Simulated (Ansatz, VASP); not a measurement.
## Cd in VASP and in Ansatz

The input INCAR:

```
PREC     = Accurate       # precision mode
ENCUT    = 520            # plane-wave cutoff, eV
EDIFF    = 1E-7           # SCF threshold, eV
ISMEAR   = -1             # smearing method
SIGMA    = 0.1            # smearing width, eV
LREAL    = False          # projectors in reciprocal space
LASPH    = True           # aspherical terms in the spheres
NELM     = 100            # most SCF steps
ALGO     = Normal         # electronic algorithm
ISIF     = 2              # what is computed and relaxed
LWAVE    = False          # write WAVECAR
LCHARG   = True           # write CHGCAR
GGA      = RE             # functional
LELF     = True           # ELF
LVHAR    = True         
NBANDS   = 32             # bands
```

The input KPOINTS:

```
Automatic mesh
0
Gamma
  13 13 4
```

The input POSCAR:

```
Cd
1.0
    3.3149804168      0.0000000000      0.0000000000
   -1.6574902084      2.8708572540      0.0000000000
    0.0000000000      0.0000000000     10.8472935523
Cd
4
Direct
    0.0000000000      1.0000000000      0.0000000000
    0.0000000000      0.0000000000      0.5000000000
    0.3333333333      0.6666666667      0.2500000000
    0.6666666667      0.3333333333      0.7500000000
```

Input for Ansatz:

```yaml
crystal:
  lattice:
    - [3.3149804168, 0.0, 0.0]
    - [-1.6574902084, 2.870857254, 0.0]
    - [0.0, 0.0, 10.8472935523]
  atoms:
    - { symbol: Cd, position: [0.0, 1.0, 0.0] }
    - { symbol: Cd, position: [0.0, 0.0, 0.5] }
    - { symbol: Cd, position: [0.3333333333, 0.6666666667, 0.25] }
    - { symbol: Cd, position: [0.6666666667, 0.3333333333, 0.75] }
hamiltonian:
  xc: revpbe
  pseudopotentials:
    kind: paw
    azcp:
      Cd: "pseudopotentials/Cd.paw.azcp"
basis:
  ecutwfc: 420
  fft_grid_basis: typed
kpoints:
  mp_grid: { grid: [13, 13, 4], shift: [0, 0, 0] }
magnetization:
  spin_polarized: false
scf:
  occupations: { method: fermi_dirac, width: 0.1 }
  lower_state_search: "off"
output:
  stress: true
```

Alike in both runs: task single point; functional revPBE; k mesh 13 × 13 × 4; occupations fermi-dirac, width 0.1 eV; no spin polarisation.

|  | VASP | Ansatz |
| --- | --- | --- |
| version | VASP 6.6.1 | Ansatz 0.2.0 |
| potentials or method | VASP PAW PBE potentials, release 64 (Cd), cutoff 520 eV | plane waves (420 eV) with PAW, scalar-relativistic |
| valence electrons in the cell | 48 | 80 |

```csv
,VASP,Ansatz,Ansatz less VASP
pressure (GPa),-1.9,-2.0,-0.13
```

VASP's potentials were made for PBE, not for revPBE. The functional is the same, so the differences come from potentials, cutoffs and numerics. VASP's potentials hold 48 valence electrons a cell and Ansatz's 80, so a difference there can come from the potentials and not from the codes.
